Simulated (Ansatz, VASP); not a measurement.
Ga: VASP beside Ansatz

```
Ga
1.0
     2.28478   -3.87000    0.00000
     2.28478    3.87000    0.00000
     0.00000    0.00000    4.59063
Ga
4
Direct
  0.34371 0.65629 0.58235
  0.65629 0.34371 0.41765
  0.84371 0.15629 0.91765
  0.15629 0.84371 0.08235
```

Alike in both runs: functional PBE; k mesh 12 × 12 × 10; occupations gaussian, width 0.05 eV; no spin polarisation.

Ansatz relaxed the structure, and its values are those at the end. VASP's run is a single point on that final structure, the one shown.

|  | VASP | Ansatz |
| --- | --- | --- |
| version | VASP 6.6.1 | Ansatz 0.2.0 |
| potentials or method | VASP PAW PBE potentials, release 64 (Ga_d), cutoff 520 eV | scalar-relativistic, plane waves, PAW |
| valence electrons in the cell | 52 | 52 |

```csv
,VASP,Ansatz,Ansatz less VASP
gap on the k mesh at the Fermi level (eV),none,none,-
pressure (GPa),0.1,0.0,-0.10
```

A gap of «none» marks a metal or a gap that the smearing closes. The functional is the same, so the differences come from potentials, cutoffs and numerics.
